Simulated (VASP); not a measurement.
A run of VASP 6.6.1 is set up as follows.

Contents of INCAR:

```
SYSTEM = B
ALGO = Normal ; EDIFF = 1E-6
ENCUT = 520 ; GGA = PE
ISIF = 2 ; ISMEAR = 0
LASPH = .TRUE. ; LCHARG = .FALSE.
LREAL = .FALSE. ; LWAVE = .FALSE.
NBANDS = 12 ; NELM = 80
PREC = Accurate ; SIGMA = 0.1
```

The input KPOINTS:

```
k-points
0
G
  18 18 18
  0 0 0
```

File POSCAR:

```
B
1.0
    0.0000000000      2.1389282519      2.1389282519
    2.1389282519      0.0000000000      2.1389282519
    2.1389282519      2.1389282519      0.0000000000
B
3
Direct
    0.2500000000      0.2500000000      0.2500000000
    0.7500000000      0.7500000000      0.7500000000
    0.5000000000      0.5000000000      0.5000000000
```

Potentials or basis: VASP PAW PBE potentials, release 64 (B).

Command:

```console
$ cat potpaw_PBE.64/B/POTCAR > POTCAR
$ mpirun -np 1 vasp_std > vasp.out
```

Problem. What does it give for the pressure?

Solution. 0.0 GPa.
